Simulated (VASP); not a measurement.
Runs of VASP 6.6.1 on Na2H5. The structure is that of space group Cmm2 (No. 35), or close to it. The cells are those of the table. 

| task | cell | k mesh | cutoff (eV) | gap on the mesh (eV) | pressure (GPa) | largest force (eV/Å) |
| --- | --- | --- | --- | --- | --- | --- |
| single point | a = 3.466, b = 3.466, c = 7.862 Å, angles 90.0, 90.0, 105.6°, 7 atoms | 6 × 6 × 2 | 520 | none | -0.1 | 0.01 |
| relaxation of cell and atoms | relaxed from a = 3.384, b = 3.384, c = 7.514 Å, angles 90.0, 90.0, 101.7°, 7 atoms | 12 × 12 × 6 | 600 | none | -0.1 | - |
| single point | a = 3.069, b = 3.069, c = 8.360 Å, angles 90.0, 90.0, 93.3°, 7 atoms | 6 × 6 × 2 | 520 | none | 4.5 | (a) |
| single point | a = 3.384, b = 3.384, c = 7.514 Å, angles 90.0, 90.0, 101.7°, 7 atoms | 12 × 12 × 6 | 520 | none | -0.1 | - |
| relaxation of cell and atoms | relaxed from a = 3.069, b = 3.069, c = 8.360 Å, angles 90.0, 90.0, 93.3°, 7 atoms | 6 × 6 × 2 | 600 | none | 0.0 | 0.04 |

Alike in all rows: level PBE; potentials or basis VASP PAW PBE potentials, release 64 (Na_pv, H); no spin polarisation; smearing gaussian 0.1 eV.

Task: Fill in the values left out.

Result: (a) 1.08.

Caveats: some runs use coarse meshes; the relaxation stopped at its first step, so nothing moved (some runs); forces of over 1 eV/Å act on the atoms, so gaps and moduli don't describe the material at rest (some runs).

A gap of «none» marks levels without a gap at the run's occupations.
